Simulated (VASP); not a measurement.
Runs of VASP 6.6.1 on GaCu3. The structure is that of space group Pm-3m (No. 221), or close to it. The cells are those of the table. 

| cell | gap on the mesh (eV) | pressure (GPa) |
| --- | --- | --- |
| a = 3.645 Å, 4 atoms | none | -6.1 |
| a = 3.613 Å, 4 atoms | none | -2.2 |
| a = 3.740 Å, 4 atoms | none | -14.7 |
| a = 3.678 Å, 4 atoms | none | -9.4 |
| a = 3.709 Å, 4 atoms | none | (a) |
| a = 3.579 Å, 4 atoms | none | (b) |
| a = 3.545 Å, 4 atoms | none | 7.9 |

Alike in all rows: task single point; level LDA; potentials or basis VASP PAW LDA potentials, release 64 (Ga_d, Cu); no spin polarisation; k mesh 6 × 6 × 6; cutoff (eV) 600; smearing methfessel-paxton 0.05 eV.

Problem. Fill in the values left out.

Solution. (a) -12.4; (b) 2.4.

A k mesh can miss the band edges, and the runs leave out spin-orbit coupling on Ga.

A gap of «none» marks levels without a gap at the run's occupations.
